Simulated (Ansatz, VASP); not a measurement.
# TiSi16 in VASP and in Ansatz

```xyz
17
Lattice="0.0000 5.4300 5.4300 5.4300 0.0000 5.4300 5.4300 5.4300 0.0000" Properties=species:S:1:pos:R:3 pbc="T T T"
Si   -0.0074   -0.0002    0.0001
Si    1.3342    1.3409    1.3412
Si    2.7114    2.7113    0.0369
Si    4.0833    4.0876    1.3423
Si    2.7115    0.0367    2.7116
Si    4.0833    1.3420    4.0879
Si    5.3910    2.7149    2.7152
Si    6.7418    4.1191    4.1191
Si    0.0285    2.7148    2.7151
Si    1.3342    4.0887    4.0890
Si    2.7115    5.3930    2.7187
Si    4.1160    6.7403    4.1197
Si    2.7115    2.7184    5.3932
Si    4.1158    4.1194    6.7406
Si    5.4299    5.4298    5.4302
Si    6.7418    6.7409    6.7410
Ti    8.1413    8.1448    8.1452
```

Alike in both runs: functional PBE; k mesh 2 × 2 × 2; occupations fermi-dirac, width 0.02 eV; no spin polarisation.

Ansatz relaxed the structure, and its values are those at the end. VASP's run is a single point on that final structure, the one shown.

|  | VASP | Ansatz |
| --- | --- | --- |
| version | VASP 6.6.1 | Ansatz 0.2.0 |
| potentials or method | VASP PAW PBE potentials, release 64 (Si, Ti_sv), cutoff 400 eV | scalar-relativistic, plane waves, PAW |
| valence electrons in the cell | 76 | 76 |

|  | VASP | Ansatz | Ansatz less VASP |
| --- | --- | --- | --- |
| rms of the force components (eV/Å) | 0.016 | 0.017 | +0.0017 |

The k mesh is coarse, so the values compare programs but aren't converged.
